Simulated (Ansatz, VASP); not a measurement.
Sn2Te in VASP and in Ansatz

```
Sn Te
1.0
     4.52128    0.00000    0.00000
    -2.26064    3.91555    0.00000
     0.00000    0.00000   16.10961
Sn Te
6 3
Direct
  0.33333 0.66667 0.45554
  0.66667 0.33333 0.54446
  0.00000 0.00000 0.34344
  0.00000 0.00000 0.65656
  0.66667 0.33333 0.88533
  0.33333 0.66667 0.11467
  0.33333 0.66667 0.77063
  0.66667 0.33333 0.22937
  0.00000 0.00000 0.00000
```

Alike in both runs: functional PBE; k mesh 12 × 12 × 2; occupations gaussian, width 0.1 eV; no spin polarisation.

Ansatz relaxed the structure, and its values are those at the end. VASP's run is a single point on that final structure, the one shown.

```csv
,VASP,Ansatz
version,VASP 6.6.1,Ansatz 0.2.0
potentials or method,"VASP PAW PBE potentials, release 64 (Sn_d, Te), cutoff 520 eV","scalar-relativistic, plane waves, PAW"
valence electrons in the cell,102,132
```

|  | VASP | Ansatz | Ansatz less VASP |
| --- | --- | --- | --- |
| gap on the k mesh at the Fermi level (eV) | none | none | - |
| pressure (GPa) | 0.0 | 0.0 | 0.00 |
| rms of the force components (eV/Å) | 0.003 | 0.003 | -0.0003 |

A gap of «none» marks a metal or a gap that the smearing closes. VASP's potentials hold 102 valence electrons a cell and Ansatz's 132, so a difference there can come from the potentials and not from the codes.

Spin-orbit coupling is off throughout.
